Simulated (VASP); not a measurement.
A run of VASP 6.6.1:

File INCAR:

```
PREC     = Accurate       # precision mode
ENCUT    = 520            # plane-wave cutoff, eV
EDIFF    = 1E-6           # SCF threshold, eV
ISMEAR   = 0              # smearing method
SIGMA    = 0.1            # smearing width, eV
LREAL    = F              # projectors in reciprocal space
LASPH    = T              # aspherical terms in the spheres
NELM     = 60             # most SCF steps
ALGO     = Normal         # electronic algorithm
ISIF     = 2              # what is computed and relaxed
LWAVE    = F              # write WAVECAR
LCHARG   = F              # write CHGCAR
GGA      = PE             # functional
NBANDS   = 30             # bands
```

File KPOINTS:

```
regular mesh
0
Gamma
  6 6 2
```

POSCAR

```
LiTi2P3
1.0
    3.5121120873      0.0000000000      0.0000000000
   -1.7560560436      3.0415782885      0.0000000000
    0.0000000000      0.0000000000      9.1693249090
Li Ti P
1 2 3
Direct
    0.0000000000      0.0000000000      0.0000000000
    0.3333333333      0.6666666667      0.3381713720
    0.6666666667      0.3333333333      0.6618286280
    0.3333333333      0.6666666667      0.8151137522
    0.6666666667      0.3333333333      0.1848862478
    0.0000000000      0.0000000000      0.5000000000
```

Potentials or basis: VASP PAW PBE potentials, release 64 (Li_sv, Ti_sv, P).

Command:

```bash
$ cat potpaw_PBE.64/Li_sv/POTCAR potpaw_PBE.64/Ti_sv/POTCAR potpaw_PBE.64/P/POTCAR > POTCAR
$ mpirun -np 1 vasp_std > vasp.out
```

Hardware: 1 thread of Intel(R) Xeon(R) 6975P-C (Granite Rapids), on a shared host.

Task: How long does it take, and how much memory?

Result: Wall time 25 s on 1 thread of Intel(R) Xeon(R) 6975P-C (Granite Rapids) (shared host), peak memory 0.23 GiB. Counts: scf iterations 17, k points 14.
